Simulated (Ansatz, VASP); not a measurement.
# Two plane-wave programs on Mo

```xyz
1
Lattice="-1.8802 1.6675 1.6675 1.6675 -1.8802 1.6675 1.6675 1.6675 -1.8802" Properties=species:S:1:pos:R:3 pbc="T T T"
Mo    0.0000    0.0000    0.0000
```

Alike in both runs: task single point; functional PBE; k mesh 22 × 22 × 22; occupations gaussian, width 0.15 eV; no spin polarisation.

|  | VASP | Ansatz |
| --- | --- | --- |
| version | VASP 6.6.1 | Ansatz 0.2.0 |
| potentials or method | VASP PAW PBE potentials, release 64 (Mo_sv), cutoff 520 eV | scalar-relativistic, plane waves, PAW |
| valence electrons in the cell | 14 | 14 |

|  | VASP | Ansatz | Ansatz less VASP |
| --- | --- | --- | --- |
| gap on the k mesh at the Fermi level (eV) | none | none | - |
| pressure (GPa) | -21.2 | -21.6 | -0.32 |
| traceless stress, the component that is largest in VASP (GPa) | 11.57 | 11.45 | -0.125 |

A gap of «none» marks a metal or a gap that the smearing closes.
